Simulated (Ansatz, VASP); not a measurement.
Ca12Bi4PN3 in VASP and in Ansatz

```
CELL_PARAMETERS angstrom
-4.88840 4.88840 4.88840
4.88840 -4.88840 4.88840
4.88840 4.88840 -4.88840
ATOMIC_POSITIONS crystal
Ca 0.50000 0.25000 0.25000
Ca 0.00000 0.75000 0.25000
Ca 0.00000 0.25000 0.75000
Ca 0.50000 0.75000 0.75000
Ca 0.25000 0.50000 0.25000
Ca 0.75000 0.00000 0.25000
Ca 0.75000 0.50000 0.75000
Ca 0.25000 0.00000 0.75000
Ca 0.25000 0.25000 0.50000
Ca 0.75000 0.75000 0.50000
Ca 0.75000 0.25000 0.00000
Ca 0.25000 0.75000 0.00000
Bi 0.00000 0.00000 0.00000
Bi 0.50000 0.50000 0.00000
Bi 0.50000 0.00000 0.50000
Bi 0.00000 0.50000 0.50000
P 0.50000 0.50000 0.50000
N 0.00000 0.00000 0.50000
N 0.00000 0.50000 0.00000
N 0.50000 0.00000 0.00000
```

Alike in both runs: task electric field gradients; functional PBE; k mesh 3 × 3 × 3; occupations fermi-dirac, width 0.01 eV; no spin polarisation.

|  | VASP | Ansatz |
| --- | --- | --- |
| version | VASP 6.6.1 | Ansatz 0.2.0 |
| potentials or method | VASP PAW PBE potentials, release 64 (Ca_sv, Bi_d, P, N) | plane-wave PAW, scalar-relativistic |
| plane-wave cutoff (eV) | 520 | 420 |
| valence electrons in the cell | 200 | 200 |

VASP gave:

* pressure (GPa): 6.2
* rms of the force components (eV/Å): 0.980
* size of Vzz on the site where it differs most (V/Å²): 103.4

Problem. Estimate Ansatz's values.

Solution. Pressure (GPa): 6.0; rms of the force components (eV/Å): 0.975; size of Vzz on the site where it differs most (V/Å²): 100.3.

Atom by atom the forces differ by 0.005 eV/Å (rms over components). The functional is the same, so the differences come from potentials, cutoffs and numerics.

Neither program's run includes spin-orbit coupling.
